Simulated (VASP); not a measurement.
# MnS (P6_3mc) in VASP: further runs, part 2 of 2

VASP 6.6.1.

## (4) Single point, PBEsol, collinear spin, ferromagnetic start

File INCAR:

```
  ALGO = Normal
  EDIFF = 1E-7
  ENCUT = 520
  GGA = PS
  ISIF = 2
  ISMEAR = -1
  ISPIN = 2
  LASPH = True
  LCHARG = False
  LMAXMIX = 4
  LORBIT = 11
  LREAL = False
  LWAVE = False
  MAGMOM = 5.5 5.5 0 0
  NBANDS = 31
  NELM = 150
  PREC = Accurate
  SIGMA = 0.05
```

File KPOINTS:

```
k-points
0
Gamma
  8 8 4
```

File POSCAR:

```
MnS
1.0
    3.9535769233      0.0000000000      0.0000000000
   -1.9767884617      3.4238980514      0.0000000000
    0.0000000000      0.0000000000      6.3425288600
Mn S
2 2
Direct
    0.6666666667      0.3333333333      0.4988446700
    0.3333333333      0.6666666667      0.9988446700
    0.3333333333      0.6666666667      0.6261543000
    0.6666666667      0.3333333333      0.1261543000
```

Started as:

```
$ cat potpaw_PBE.64/Mn_pv/POTCAR potpaw_PBE.64/S/POTCAR > POTCAR
$ mpirun -np 1 vasp_std > vasp.out
```

Run time: 4.2 min. Hardware: 1 thread of Intel Xeon 8259CL, shared host; peak memory 0.3 GiB.

Results (log left out):

```yaml
Free_energy: -29.5350 eV
Pressure: -0.4 GPa
Largest_force: 0.274 eV/Å
Net_moment: 9.82 μB per cell
Site_moments: Mn +4.30; S +0.09 μB
Valence_electrons_inside_the_program's_atomic_spheres: Mn 11.40; S 3.74
```

Forces on the atoms (eV/Å):
```
Mn   0.000  0.000  0.274
Mn   0.000  0.000  0.274
S    0.000  0.000 -0.274
S    0.000  0.000 -0.274
```

Stress tensor (GPa, compression positive):
```
-1.23  0.00  0.00
 0.00 -1.23  0.00
 0.00  0.00  1.21
```

Levels at points of the mesh, in eV from the Fermi level:
Spin up:
| k point | band 22 | band 23 | band 24 | band 25 | band 26 | band 27 |
| --- | --- | --- | --- | --- | --- | --- |
| (0.00, 0.00, 0.00) | 0.24 | 0.30 | 0.30 | 1.00 | 2.66 | 5.67 |
| (0.50, 0.00, 0.00) | -2.26 | -1.16 | -0.71 | 3.39 | 3.60 | 4.29 |
| (0.00, 0.00, 0.50) | -0.28 | -0.28 | -0.28 | 2.60 | 2.60 | 5.69 |
| (0.50, 0.00, 0.50) | -1.46 | -1.33 | -1.33 | 2.98 | 2.98 | 5.06 |
Spin down:
```tsv
k point	band 10	band 11	band 12	band 13	band 14	band 15	band 16	band 17	band 18	band 19
(0.00, 0.00, 0.00)	-3.34	-3.32	-3.32	-3.30	-3.30	0.48	0.48	0.79	0.98	0.98
(0.50, 0.00, 0.00)	-4.67	-4.12	-3.49	-3.41	-3.27	0.03	0.22	0.70	0.89	0.94
(0.00, 0.00, 0.50)	-4.46	-3.33	-3.33	-3.33	-3.33	0.80	0.80	0.80	0.80	1.78
(0.50, 0.00, 0.50)	-5.24	-3.44	-3.44	-3.35	-3.35	0.52	0.52	0.88	0.88	0.98
```

Caveat: the PAW data sets were made with another functional, which shifts forces and pressure a little; semilocal functionals often make such compounds metallic where correlation or magnetic order opens a gap, which also shifts bond lengths; only a ferromagnetic start was run, and an antiferromagnetic order may lie lower in energy.

## (5) Single point, PBEsol, collinear spin, antiferromagnetic start

File INCAR:

```
ALGO     = Normal         # electronic algorithm
EDIFF    = 1E-6           # SCF threshold, eV
ENCUT    = 520            # plane-wave cutoff, eV
GGA      = PS             # functional
ISIF     = 2              # what is computed and relaxed
ISMEAR   = -1             # smearing method
ISPIN    = 2              # spin polarisation
LASPH    = True           # aspherical terms in the spheres
LCHARG   = True           # write CHGCAR
LELF     = True           # ELF
LMAXMIX  = 4              # l up to which the mixer works
LORBIT   = 11             # projections on sites
LREAL    = False          # projectors in reciprocal space
LVHAR    = True         
LWAVE    = False          # write WAVECAR
MAGMOM   = 4 -4 0 0       # initial moments
NBANDS   = 31             # bands
NELM     = 150            # most SCF steps
PREC     = Accurate       # precision mode
SIGMA    = 0.05           # smearing width, eV
```

KPOINTS is that of step 4.

POSCAR is that of step 4.

Started as:

```
$ cat potpaw_PBE.64/Mn_pv/POTCAR potpaw_PBE.64/S/POTCAR > POTCAR
$ mpirun -np 1 vasp_std > vasp.out
```

Wall time 4 min (1 thread of Intel Xeon 8259CL, shared host); peak memory 0.3 GiB.

The run converged. Its results:

* Free energy: -29.9956 eV
* Pressure: -3.6 GPa
* Largest force: 0.183 eV/Å
* Band gap on the k mesh: 0.77 eV, indirect (least direct gap 1.44 eV)
* Net moment: 0.00 μB per cell
* Site moments: Mn +4.13, -4.13; S +0.03, -0.03 μB
* Valence electrons inside the program's atomic spheres: Mn 11.42; S 3.73

Forces in eV/Å, atoms in the order of the input:
```
Mn   0.000  0.000 -0.183
Mn   0.000  0.000 -0.183
S    0.000  0.000  0.183
S    0.000  0.000  0.183
```

Stress tensor (GPa, compression positive):
```
-2.96  0.00  0.00
 0.00 -2.96  0.00
 0.00  0.00 -4.83
```

Levels at points of the mesh, in eV from the valence-band top:
Spin up:
```csv
k point,band 16,band 17,band 18,band 19,band 20,band 21,band 22,band 23
"(0.00, 0.00, 0.00)",-2.32,-0.85,-0.02,-0.02,1.43,1.43,1.83,2.63
"(0.50, 0.00, 0.00)",-2.21,-2.16,-1.67,-0.95,1.05,1.39,1.50,1.88
"(0.00, 0.00, 0.50)",-2.22,-0.83,0.00,0.00,1.52,1.52,2.12,2.85
"(0.50, 0.00, 0.50)",-2.23,-2.08,-0.96,-0.89,1.06,1.33,1.59,1.90
```
Spin down:
```csv
k point,band 15,band 16,band 17,band 18,band 19,band 20,band 21,band 22,band 23,band 24
"(0.00, 0.00, 0.00)",-2.32,-2.32,-0.85,-0.02,-0.02,1.43,1.43,1.83,2.63,3.08
"(0.50, 0.00, 0.00)",-2.29,-2.21,-2.16,-1.67,-0.95,1.05,1.39,1.50,1.88,2.19
"(0.00, 0.00, 0.50)",-2.22,-2.22,-0.83,0.00,0.00,1.52,1.52,2.12,2.85,2.85
"(0.50, 0.00, 0.50)",-2.26,-2.23,-2.08,-0.96,-0.89,1.06,1.33,1.59,1.90,2.03
```

Caveat: the PAW data sets were made with another functional, which shifts forces and pressure a little.

## (6) Single point, PBEsol, collinear spin, ferrimagnetic start

File INCAR:

```
  PREC = Accurate
  ENCUT = 520
  EDIFF = 1E-7
  ISMEAR = -1
  SIGMA = 0.05
  LREAL = False
  LASPH = True
  NELM = 150
  ALGO = Normal
  ISIF = 2
  LWAVE = False
  LCHARG = True
  ISPIN = 2
  MAGMOM = 4 -2 0 0
  LORBIT = 11
  LMAXMIX = 4
  GGA = PS
  LELF = True
  LVHAR = True
  NBANDS = 31
```

File KPOINTS:

```
Automatic mesh
0
Gamma
  8 8 4
```

POSCAR is that of step 5.

Potentials or basis: VASP PAW PBE potentials, release 64 (Mn_pv, S).

Started as:

```
$ cat potpaw_PBE.64/Mn_pv/POTCAR potpaw_PBE.64/S/POTCAR > POTCAR
$ mpirun -np 1 vasp_std > vasp.out
```

Wall time 5.4 min (1 thread of Intel Xeon 8259CL, shared host); peak memory 0.31 GiB.

The run converged. Its results:

- Free energy: -29.9956 eV
- Pressure: -3.6 GPa
- Largest force: 0.183 eV/Å
- Band gap on the k mesh: 0.77 eV, indirect (least direct gap 1.44 eV)
- Net moment: 0.00 μB per cell
- Site moments: Mn +4.13, -4.13; S +0.03, -0.03 μB
- Valence electrons inside the program's atomic spheres: Mn 11.42; S 3.73

Forces in eV/Å, atoms in the order of the input:
```
Mn   0.000  0.000 -0.183
Mn   0.000  0.000 -0.183
S    0.000  0.000  0.183
S    0.000  0.000  0.183
```

Stress tensor (GPa, compression positive):
```
-2.96  0.00  0.00
 0.00 -2.96  0.00
 0.00  0.00 -4.84
```

Levels at points of the mesh, in eV from the valence-band top:
Spin up:
```csv
k point,band 17,band 18,band 19,band 20,band 21,band 22
"(0.00, 0.00, 0.00)",-0.85,-0.02,-0.02,1.43,1.43,1.83
"(0.50, 0.00, 0.00)",-2.16,-1.67,-0.95,1.05,1.39,1.50
"(0.00, 0.00, 0.50)",-0.83,0.00,0.00,1.52,1.52,2.12
"(0.50, 0.00, 0.50)",-2.08,-0.96,-0.89,1.06,1.33,1.59
```
Spin down:
| k point | band 16 | band 17 | band 18 | band 19 | band 20 | band 21 | band 22 | band 23 |
| --- | --- | --- | --- | --- | --- | --- | --- | --- |
| (0.00, 0.00, 0.00) | -2.32 | -0.85 | -0.02 | -0.02 | 1.43 | 1.43 | 1.83 | 2.63 |
| (0.50, 0.00, 0.00) | -2.21 | -2.16 | -1.67 | -0.95 | 1.05 | 1.39 | 1.50 | 1.88 |
| (0.00, 0.00, 0.50) | -2.22 | -0.83 | 0.00 | 0.00 | 1.52 | 1.52 | 2.12 | 2.85 |
| (0.50, 0.00, 0.50) | -2.23 | -2.08 | -0.96 | -0.89 | 1.06 | 1.33 | 1.59 | 1.90 |

Caveat: the PAW data sets were made with another functional, which shifts forces and pressure a little.

## (7) The runs side by side

```csv
spin,fixed moment (μB),k mesh,gap on the mesh (eV),pressure (GPa),moment (μB),largest force (eV/Å)
"collinear, ferromagnetic start",16.0,7 × 7 × 4,-,30.9,16.00,0.16
off,-,8 × 8 × 4,none,-23.1,-,0.08
"collinear, ferromagnetic start",-,8 × 8 × 4,none,-0.4,9.82,0.27
"collinear, antiferromagnetic start",-,8 × 8 × 4,0.77,-3.6,0.00,0.18
"collinear, ferrimagnetic start",-,8 × 8 × 4,0.77,-3.6,0.00,0.18
```

Alike in all rows: task single point; level PBEsol; potentials or basis VASP PAW PBE potentials, release 64 (Mn_pv, S); cell as given; cutoff (eV) 520; smearing fermi-dirac 0.05 eV.

On the cell as given the gap runs from zero (PBEsol) to 0.77 eV (PBEsol).

Caveats: the PAW data sets were made with another functional, which shifts forces and pressure a little; semilocal functionals often make such compounds metallic where correlation or magnetic order opens a gap, which also shifts bond lengths (some runs); the total moment is fixed, so each spin has its own Fermi level (some runs).

Total energies depend on the potentials used, so only differences within one code and one set of settings carry meaning.
